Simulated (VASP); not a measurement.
Input of a VASP 6.6.1 run:

The input INCAR:

```
PREC = Accurate
ENCUT = 520
EDIFF = 1E-6
ISMEAR = -1
SIGMA = 0.1
LREAL = False
LASPH = True
NELM = 80
ALGO = Normal
ISIF = 2
LWAVE = False
LCHARG = True
GGA = B5
ALDAX = 1.0
AGGAX = 1.0
AGGAC = 1.0
ALDAC = 0.0
LELF = True
LVHAR = True
NBANDS = 28
```

The input KPOINTS:

```
Automatic mesh
0
Gamma
  7 7 10
```

POSCAR

```
Pb
1.0
    5.7310302499      0.0000000000      0.0000000000
   -2.8655151250      4.9632177862      0.0000000000
    0.0000000000      0.0000000000      3.4093805829
Pb
3
Direct
    0.0000000000      1.0000000000      0.0000000000
    0.3333333333      0.6666666667      0.5000000000
    0.6666666667      0.3333333333      0.5000000000
```

Potentials or basis: VASP PAW PBE potentials, release 64 (Pb_d).

The run is started by

```console
$ cat potpaw_PBE.64/Pb_d/POTCAR > POTCAR
$ mpirun -np 1 vasp_std > vasp.out
```

Problem. Estimate the band gap on the k mesh.

Solution. Zero (bands 21 and 22 overlap by 3.58 eV).

Problem. Predict the pressure.

Solution. 3.2 GPa.

Stress tensor (GPa, compression positive):
```
3.42 0.00 0.00
0.00 3.42 0.00
0.00 0.00 2.73
```

Caveat: the cell stands under pressure; the PAW data sets were made with another functional, which shifts forces and pressure a little; spin-orbit coupling is left out, which moves the levels of the heavy elements.
